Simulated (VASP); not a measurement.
# Ga (Fm-3m) in VASP: further runs

Runs on Ga. Level: r2SCAN. Tasks: single point.

Everything below comes from runs of VASP 6.6.1. Logs are shortened: lines on timing, memory, paths and dates and some standing lists are left out, and cuts for length are marked.

## 1. The cell of the first run

It takes space group Fm-3m (No. 225, cubic). Conventional cell: a = 4.209 Å, b = 4.209 Å, c = 4.209 Å, α = 90.00°, β = 90.00°, γ = 90.00°. Ga (site symmetry m-3m) has 12 Ga at 2.98 Å within 3.9 Å.

## 2. Single point, r2SCAN

Input file POSCAR:

```
Ga
1.0
    0.0000000000      2.1046994009      2.1046994009
    2.1046994009      0.0000000000      2.1046994009
    2.1046994009      2.1046994009      0.0000000000
Ga
1
Direct
    0.0000000000      0.0000000000      0.0000000000
```

Input file INCAR.step1:

```
SYSTEM = Ga
PREC = Accurate ; ENCUT = 520
ISMEAR = 0 ; SIGMA = 0.05
LREAL = .FALSE. ; LASPH = .TRUE.
NELM = 80 ; NBANDS = 12
GGA = PE ; ALGO = Normal
EDIFF = 1E-4 ; LWAVE = .TRUE.
LCHARG = .FALSE.
```

Input file INCAR.step2:

```
SYSTEM = Ga
PREC = Accurate ; ENCUT = 520
EDIFF = 1E-6 ; ISMEAR = 0
SIGMA = 0.05 ; LREAL = .FALSE.
LASPH = .TRUE. ; NELM = 80
ALGO = Normal ; ISIF = 2
LWAVE = .FALSE. ; LCHARG = .FALSE.
METAGGA = R2SCAN ; LMIXTAU = .TRUE.
NBANDS = 12 ; ISTART = 1
```

Input file KPOINTS:

```
Automatic mesh
0
G
  18 18 18
  0 0 0
```

Potentials or basis: VASP PAW PBE potentials, release 64 (Ga_d).

Command:

```sh
$ cat potpaw_PBE.64/Ga_d/POTCAR > POTCAR
$ cp INCAR.step1 INCAR
$ mpirun -np 1 vasp_std > vasp.out
$ cp INCAR.step2 INCAR
$ mpirun -np 1 vasp_std > vasp.out
```

OUTCAR:

```text
SYSTEM = Ga
   PREC = Accurate
   ENCUT = 520
   EDIFF = 1E-6
   ISMEAR = 0
   LREAL = .FALSE.
   LASPH = .TRUE.
   NELM = 80
   ISIF = 2
   METAGGA = R2SCAN
   ISTART = 1

 ion  position               nearest neighbor table
   1  0.000  0.000  0.000-

  LATTYP: Found a face centered cubic cell.
 ALAT       =     4.2093988018

  Lattice vectors:

 A1 = (   0.0000000000,   2.1046994009,   2.1046994009)
 A2 = (   2.1046994009,   0.0000000000,   2.1046994009)
 A3 = (   2.1046994009,   2.1046994009,   0.0000000000)

Analysis of symmetry for initial positions (statically):
=====================================================================
 Subroutine PRICEL returns:
 Original cell was already a primitive cell.

 Routine SETGRP: Setting up the symmetry group for a
 face centered cubic supercell.

 Subroutine GETGRP returns: Found 48 space group operations
 (whereof 48 operations were pure point group operations)
 out of a pool of 48 trial point group operations.

The static configuration has the point symmetry O_h .

Analysis of symmetry for dynamics (positions and initial velocities):
=====================================================================
 Subroutine PRICEL returns:
 Original cell was already a primitive cell.

 Routine SETGRP: Setting up the symmetry group for a
 face centered cubic supercell.

 Subroutine GETGRP returns: Found 48 space group operations
 (whereof 48 operations were pure point group operations)
 out of a pool of 48 trial point group operations.

The dynamic configuration has the point symmetry O_h .

 Subroutine INISYM returns: Found 48 space group operations
 (whereof 48 operations are pure point group operations),
 and found     1 'primitive' translations

----------------------------------------------------------------------------------------

                                     Primitive cell

  volume of cell :      18.6466

  direct lattice vectors                    reciprocal lattice vectors
     0.000000000  2.104699401  2.104699401    -0.237563616  0.237563616  0.237563616
     2.104699401  0.000000000  2.104699401     0.237563616 -0.237563616  0.237563616
     2.104699401  2.104699401  0.000000000     0.237563616  0.237563616 -0.237563616

  length of vectors
     2.976494437  2.976494437  2.976494437     0.411472253  0.411472253  0.411472253

  position of ions in fractional coordinates (direct lattice)
     0.000000000  0.000000000  0.000000000

  ion indices of the primitive-cell ions
   primitive index   ion index
                 1           1

----------------------------------------------------------------------------------------

 KPOINTS: Automatic mesh

Automatic generation of k-mesh.
 Grid dimensions read from file:
 generate k-points for:   18   18   18

 Generating k-lattice:

  Cartesian coordinates                     Fractional coordinates (reciprocal lattice)
    -0.013197979  0.013197979  0.013197979     0.055555556  0.000000000  0.000000000
     0.013197979 -0.013197979  0.013197979     0.000000000  0.055555556  0.000000000
     0.013197979  0.013197979 -0.013197979     0.000000000  0.000000000  0.055555556

  Length of vectors
     0.022859570  0.022859570  0.022859570

  Shift w.r.t. Gamma in fractional coordinates (k-lattice)
     0.000000000  0.000000000  0.000000000

 Subroutine IBZKPT returns following result:
 ===========================================

 Found    195 irreducible k-points:

 Following reciprocal coordinates:
            Coordinates               Weight
  0.000000  0.000000  0.000000      1.000000
  0.055556  0.000000  0.000000      8.000000
  0.111111  0.000000  0.000000      8.000000
  0.166667  0.000000  0.000000      8.000000
  0.222222  0.000000  0.000000      8.000000
  0.277778  0.000000  0.000000      8.000000
[... 16 lines left out ...]
 -0.277778  0.055556  0.000000     24.000000
 -0.222222  0.055556  0.000000     24.000000
 [... further k-points ...]
   k-points           NKPTS =    195   k-points in BZ     NKDIM =    195   number of bands    NBANDS=     12
   number of dos      NEDOS =    301   number of ions     NIONS =      1
   total plane-waves  NPLWV =  13824
   dimension x,y,z NGX =    24 NGY =   24 NGZ =   24
   dimension x,y,z NGXF=    48 NGYF=   48 NGZF=   48
   ions per type =               1
   NGX,Y,Z   is equivalent  to a cutoff of  13.40, 13.40, 13.40 a.u.
   NGXF,Y,Z  is equivalent  to a cutoff of  26.81, 26.81, 26.81 a.u.
 SYSTEM =  Ga
   PREC   = accura    normal or accurate (medium, high low for compatibility)
   ISTART =      1    job   : 0-new  1-cont  2-samecut
   ICHARG =      0    charge: 1-file 2-atom 10-const
   ISPIN  =      1    spin polarized calculation?
   LNONCOLLINEAR =      F non collinear calculations
   LSORBIT =      F    spin-orbit coupling
   LASPH  =      T    aspherical Exc in radial PAW
   ENCUT  =  520.0 eV  38.22 Ry    6.18 a.u.   5.53  5.53  5.53*2*pi/ulx,y,z
   NELM   =     80;   NELMIN=  2; NELMDL=  0     # of ELM steps
   EDIFF  = 0.1E-05   stopping-criterion for ELM
   LREAL  =      F    real-space projection
   EDIFFG = 0.1E-04   stopping-criterion for IOM
   NSW    =      0    number of steps for IOM
   IBRION =     -1    ionic relax: 0-MD 1-quasi-New 2-CG
   NFREE  =      0    steps in history (QN), initial steepest desc. (CG)
   ISIF   =      2    stress and relaxation
   ISYM   =      2    0-nonsym 1-usesym 2-fastsym
   POTIM  = 0.5000    time-step for ionic-motion
   TEBEG  =    0.0;   TEEND  =   0.0 temperature during run
   PSTRESS=    0.0 pullay stress
   NELECT =      13.0000    total number of electrons
   NUPDOWN=      -1.0000    fix difference up-down
   EMIN   =  10.00;   EMAX   =-10.00  energy-range for DOS
   EFERMI =   0.00;   METHOD = LEGACY
   ISMEAR =     0;   SIGMA  =   0.05  broadening in eV -4-tet -1-fermi 0-gaus
   EFERMI_NEDOS =   21; number of points for ismear=-14 and -15
   IALGO  =     38    algorithm
   IMIX   =      4    mixing-type and parameters
     AMIX     =   0.40;   BMIX     =  1.00
     AMIX_MAG =   1.60;   BMIX_MAG =  1.00
  volume/ion in A,a.u.               =      18.65       125.83
  Fermi-wavevector in a.u.,A,eV,Ry     =   1.451630  2.743183 28.670592  2.107229
  Thomas-Fermi vector in A             =   2.569105
   LORBIT       =      0    0 simple, 1 ext, 2 COOP (PROOUT), +10 PAW based schemes
   METAGGA = R2SCAN    functional components
   LHFCALC =     F    Hartree Fock is set to
   AEXX    =    0.0000 exact exchange contribution
   IVDW    =     0    specifies the selected vdW correction
   LEPSILON=     F    determine dielectric tensor
   LRPA    =     F    only Hartree local field effects (RPA)
 non-spin polarized calculation
 Gauss-broadening in eV      SIGMA  =   0.05
  energy-cutoff  :      520.00
  volume of cell :       18.65
 maximum number of plane-waves:       531
 NGX is ok and might be reduce to    24
   NGX = 11   NGY = 11   NGZ = 11

 number of electron      13.0000007 magnetization

 Free energy of the ion-electron system (eV)
  ---------------------------------------------------
  ext. energy  EPLUGINS =         0.00000000
  ---------------------------------------------------
  free energy    TOTEN  =       -11.29985842 eV

  energy without entropy =      -11.29909823  energy(sigma->0) =      -11.29947833

 E-fermi :   5.6660     XC(G=0): -12.2439

 val. band max:        5.6533951139   @ k =  -0.4444   0.3333   0.1111
 cond. band min:       5.6783575409   @ k =  -0.3889   0.3889   0.1667
 fundamental gap:      0.0249624270
 Fermi energy:         5.6659708581

 k-point     1 :       0.0000    0.0000    0.0000
  band No.  band energies     occupation
      1      -9.8888      2.00000
      2      -9.8888      2.00000
      3      -9.8887      2.00000
      4      -9.7587      2.00000
      5      -9.7587      2.00000
      6      -6.1776      2.00000
      7      18.6659      0.00000
      8      18.6662      0.00000
      9      18.6662      0.00000
     10      22.2913      0.00000
     11      22.4860      0.00000
     12      22.4860      0.00000

 k-point     2 :       0.0556    0.0000    0.0000
  band No.  band energies     occupation
      1      -9.8900      2.00000
      2      -9.8847      2.00000
      3      -9.8847      2.00000
      4      -9.7594      2.00000
      5      -9.7594      2.00000
      6      -6.0931      2.00000
      7      17.5293      0.00000
      8      18.4679      0.00000
      9      18.4681      0.00000
     10      21.3701      0.00000
     11      22.8043      0.00000
     12      22.8044      0.00000

 k-point     3 :       0.1111    0.0000    0.0000
  band No.  band energies     occupation
      1      -9.8944      2.00000
      2      -9.8742      2.00000
      3      -9.8742      2.00000
      4      -9.7601      2.00000
      5      -9.7601      2.00000
      6      -5.8387      2.00000
      7      15.2910      0.00000
      8      18.0200      0.00000
      9      18.0202      0.00000
     10      21.0256      0.00000
     11      23.5696      0.00000
     12      23.5697      0.00000

 k-point     4 :       0.1667    0.0000    0.0000
  band No.  band energies     occupation
      1      -9.9031      2.00000
      2      -9.8627      2.00000
      3      -9.8626      2.00000
      4      -9.7566      2.00000
      5      -9.7566      2.00000
      6      -5.4118      2.00000
      7      12.8939      0.00000
      8      17.5218      0.00000
      9      17.5220      0.00000
     10      20.8190      0.00000
     11      24.2102      0.00000
     12      24.2103      0.00000

 k-point     5 :       0.2222    0.0000    0.0000
  band No.  band energies     occupation
      1      -9.9162      2.00000
      2      -9.8573      2.00000
      3      -9.8573      2.00000
      4      -9.7433      2.00000
      5      -9.7433      2.00000
      6      -4.8103      2.00000
      7      10.5528      0.00000
      8      17.0708      0.00000
      9      17.0709      0.00000
     10      20.6812      0.00000
     11      23.6951      0.00000
     12      23.6951      0.00000
[... 228 lines left out ...]
      1      -9.9634      2.00000
      2      -9.8793      2.00000
      3      -9.8731      2.00000
      4      -9.6725      2.00000
      5      -9.6622      2.00000
      6      -1.4807      2.00000
      7       3.7639      2.00000
      8      14.9589      0.00000
      9      16.3699      0.00000
     10      20.2210      0.00000
     11      21.1897      0.00000
     12      21.7638      0.00000

 k-point    22 :      -0.3333    0.0556    0.0000
  band No.  band energies     occupation
      1      -9.9505      2.00000
      2      -9.8712      2.00000
      3      -9.8660      2.00000
      4      -9.6984      2.00000
      5      -9.6788      2.00000
      6      -2.6528      2.00000
      7       5.6451      1.44550
      8      14.9461      0.00000
      9      16.8100      0.00000
     10      20.7233      0.00000
     11      21.4411      0.00000
     12      21.7687      0.00000

 k-point    23 :      -0.2778    0.0556    0.0000
  band No.  band energies     occupation
      1      -9.9350      2.00000
      2      -9.8625      2.00000
      3      -9.8577      2.00000
      4      -9.7277      2.00000
      5      -9.7010      2.00000
      6      -3.6599      2.00000
      7       7.6836      0.00000
      8      15.0686      0.00000
      9      17.2878      0.00000
     10      21.0353      0.00000
     11      21.9450      0.00000
     12      22.2287      0.00000

 k-point    24 :      -0.2222    0.0556    0.0000
  band No.  band energies     occupation
      1      -9.9198      2.00000
      2      -9.8566      2.00000
      3      -9.8524      2.00000
      4      -9.7537      2.00000
      5      -9.7238      2.00000
      6      -4.4947      2.00000
      7       9.8640      0.00000
      8      15.3293      0.00000
      9      17.7812      0.00000
     10      21.1523      0.00000
     11      22.6669      0.00000
     12      23.1155      0.00000

 [... further k-points ...]

------------------------ aborting loop because EDIFF is reached ----------------------------------------

  FORCE on cell =-STRESS in cart. coord.  units (eV):
  Direction    XX          YY          ZZ          XY          YZ          ZX
  --------------------------------------------------------------------------------------
  -------------------------------------------------------------------------------------
  Total       -0.2328232     -0.2328232     -0.2328232      0.0000000      0.0000000      0.0000000
  in kB      -20.0049062    -20.0049062    -20.0049062      0.0000000      0.0000000      0.0000000
  external PRESSURE =     -20.0049062 kB  Pullay stress =       0.0000000 kB

 VOLUME and BASIS-vectors are now :
 -----------------------------------------------------------------------------
  energy-cutoff  :      520.00
  volume of cell :       18.65
      direct lattice vectors                 reciprocal lattice vectors
     0.000000000  2.104699401  2.104699401    -0.237563616  0.237563616  0.237563616
     2.104699401  0.000000000  2.104699401     0.237563616 -0.237563616  0.237563616
     2.104699401  2.104699401  0.000000000     0.237563616  0.237563616 -0.237563616

 POSITION                                       TOTAL-FORCE (eV/Angst)
 -----------------------------------------------------------------------------------
      0.00000      0.00000      0.00000         0.000000      0.000000      0.000000
 -----------------------------------------------------------------------------------
    total drift:                                0.000000      0.000000     -0.000000

  FREE ENERGIE OF THE ION-ELECTRON SYSTEM (eV)
  ---------------------------------------------------
  free  energy   TOTEN  =       -11.2998584207 eV

  energy  without entropy=      -11.2990982306  energy(sigma->0) =      -11.29947833
```

Wall time 49 s (1 thread of Intel Xeon 6975P-C (Granite Rapids), shared host); peak memory 0.17 GiB.

Results:

- Free energy: -11.2999 eV
- Pressure: -2.0 GPa

Caveat: the PAW data sets were made with another functional, which shifts forces and pressure a little.

## 3. Single point, r2SCAN

This run uses another cell than the first one, of 19.03 Å³/atom, 1.021 times its volume.

Input file POSCAR:

```
Ga
1.0
    0.0000000000      2.1190890548      2.1190890548
    2.1190890548      0.0000000000      2.1190890548
    2.1190890548      2.1190890548      0.0000000000
Ga
1
Direct
    0.0000000000      0.0000000000      0.0000000000
```

Input file INCAR.step1:

```
SYSTEM = Ga
ALGO = Normal ; EDIFF = 1E-4
ENCUT = 520 ; GGA = PE
ISMEAR = 0 ; LASPH = .True.
LCHARG = .False. ; LREAL = .False.
LWAVE = .True. ; NBANDS = 12
NELM = 80 ; PREC = Accurate
SIGMA = 0.05
```

Input file INCAR.step2:

```
SYSTEM = Ga
ALGO = Normal ; EDIFF = 1E-7
ENCUT = 520 ; ISIF = 2
ISMEAR = 0 ; ISTART = 1
LASPH = .True. ; LCHARG = .False.
LMIXTAU = .True. ; LREAL = .False.
LWAVE = .False. ; METAGGA = R2SCAN
NBANDS = 12 ; NELM = 80
PREC = Accurate ; SIGMA = 0.05
```

Input file KPOINTS:

```
k-points
0
Gamma
  18 18 18
  0 0 0
```

Potentials or basis: VASP PAW PBE potentials, release 64 (Ga_d).

Command:

```sh
$ cat potpaw_PBE.64/Ga_d/POTCAR > POTCAR
$ cp INCAR.step1 INCAR
$ mpirun -np 1 vasp_std > vasp.out
$ cp INCAR.step2 INCAR
$ mpirun -np 1 vasp_std > vasp.out
```

It took 55 s on 1 thread of Intel Xeon 6975P-C (Granite Rapids), shared host; peak memory 0.17 GiB.

Results (log left out):

```yaml
Free_energy: -11.2939 eV
Pressure: -2.9 GPa
```

Levels at points of the mesh, in eV from the Fermi level:
| k point | band 4 | band 5 | band 6 | band 7 | band 8 | band 9 |
| --- | --- | --- | --- | --- | --- | --- |
| (0.00, 0.00, 0.00) | -15.40 | -15.40 | -11.66 | 12.78 | 12.78 | 12.78 |
| (0.50, 0.00, 0.00) | -15.29 | -15.29 | -5.24 | -4.26 | 10.27 | 10.27 |
| (0.50, 0.50, 0.00) | -15.26 | -15.26 | -2.86 | -2.40 | 5.08 | 5.08 |

Caveat: the PAW data sets were made with another functional, which shifts forces and pressure a little.
